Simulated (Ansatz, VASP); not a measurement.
**One calculation of Pb, two programs**

```
Pb
1.0
     3.48000    0.00000    0.00000
    -1.74000    3.01377    0.00000
     0.00000    0.00000    5.47820
Pb
2
Direct
  0.33333 0.66667 0.25000
  0.66667 0.33333 0.75000
```

Change from the starting cell: strain -0.0200 x Voigt [0, 0, 1, 0, 0, 0], atoms carried along.

Alike in both runs: task single point; functional PBEsol; k mesh 15 × 15 × 10; occupations gaussian, width 0.15 eV; no spin polarisation.

|  | VASP | Ansatz |
| --- | --- | --- |
| version | VASP 6.6.1 | Ansatz 0.2.0 |
| potentials or method | VASP PAW PBE potentials, release 64 (Pb_d), cutoff 520 eV | scalar-relativistic, plane waves, PAW |
| valence electrons in the cell | 28 | 28 |

```tsv
	VASP	Ansatz	Ansatz less VASP
gap on the k mesh at the Fermi level (eV)	none	none	-
pressure (GPa)	2.1	2.2	+0.08
traceless stress, the component that is largest in VASP (GPa)	2.15	2.14	-0.013
```

VASP's potentials were made for PBE, not for PBEsol. A gap of «none» marks a metal or a gap that the smearing closes.

Neither program's run includes spin-orbit coupling.
